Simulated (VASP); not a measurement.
Wanted: the native input for a VASP 6.6.1 run.

| Quantity | Value |
| --- | --- |
| Task | single point |
| Functional | PBEsol |
| Potentials or basis | VASP PAW PBE potentials, release 64 (Tl_d) |
| Cutoff | 520 eV |
| k mesh | 7 × 7 × 4 |
| Occupations | fermi-dirac, width 0.05 eV |
| Spin | no spin polarisation |
| Dipole correction | no |
| Further INCAR settings | ALGO = Fast; EDIFF = 1e-06; NBANDS = 20 |

The structure of Tl lies in POSCAR:

```
Tl
1.0
    3.5251200000      0.0000000000      0.0000000000
   -1.7625600000      3.0528434714      0.0000000000
    0.0000000000      0.0000000000      5.5250000000
Tl
2
Direct
    0.6666666667      0.3333333333      0.7500000000
    0.3333333333      0.6666666667      0.2500000000
```

These files were run (other wordings do the same):

INCAR

```
ALGO = Fast
EDIFF = 1E-6
ENCUT = 520
GGA = PS
ISIF = 2
ISMEAR = -1
LASPH = T
LCHARG = T
LELF = T
LREAL = F
LVHAR = T
LWAVE = F
NBANDS = 20
NELM = 100
PREC = Accurate
SIGMA = 0.05
```

KPOINTS

```
k-points
0
Gamma
  7 7 4
```

Potentials or basis: VASP PAW PBE potentials, release 64 (Tl_d).

Launch:

```sh
$ cat potpaw_PBE.64/Tl_d/POTCAR > POTCAR
$ mpirun -np 1 vasp_std > vasp.out
```

Results of the run:

The pressure is -1.2 GPa and the band gap on the k mesh is zero (bands 13 and 14 overlap by 5.38 eV).

Caveat: the PAW data sets were made with another functional, which shifts forces and pressure a little; spin-orbit coupling is left out, which moves the levels of the heavy elements.

Wall time 43 s on 1 thread of Intel Xeon 8259CL, with other jobs on the host, peak memory 0.18 GiB.
